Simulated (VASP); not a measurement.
A run of VASP 6.6.1:

The input INCAR:

```
  ALGO = Fast
  EDIFF = 1E-6
  ENCUT = 520
  GGA = PE
  ISIF = 2
  ISMEAR = 0
  LASPH = T
  LCHARG = T
  LELF = T
  LREAL = F
  LVHAR = T
  LWAVE = F
  NBANDS = 21
  NELM = 60
  PREC = Accurate
  SIGMA = 0.1
```

File KPOINTS:

```
k-points
0
Gamma
  6 6 6
```

File POSCAR:

```
Mo
1.0
    2.2348229918      1.2902756559      1.8244319877
   -2.2348229918      1.2902756559      1.8244319877
    0.0000000000     -2.5805513119      1.8244319877
Mo
2
Direct
    0.2500378846      0.2500378846      0.2500378846
    0.7499621154      0.7499621154      0.7499621154
```

Potentials or basis: VASP PAW PBE potentials, release 64 (Mo_sv).

Run with:

```sh
$ cat potpaw_PBE.64/Mo_sv/POTCAR > POTCAR
$ mpirun -np 1 vasp_std > vasp.out
```

Hardware: 1 thread of Intel(R) Xeon(R) Platinum 8488C (Sapphire Rapids), on a shared host.

Task: Estimate the wall time of this run.

Result: Wall time 8.5 s on 1 thread of Intel(R) Xeon(R) Platinum 8488C (Sapphire Rapids), on a shared host, peak memory 0.14 GiB. Counts: scf iterations 13, k points 32.
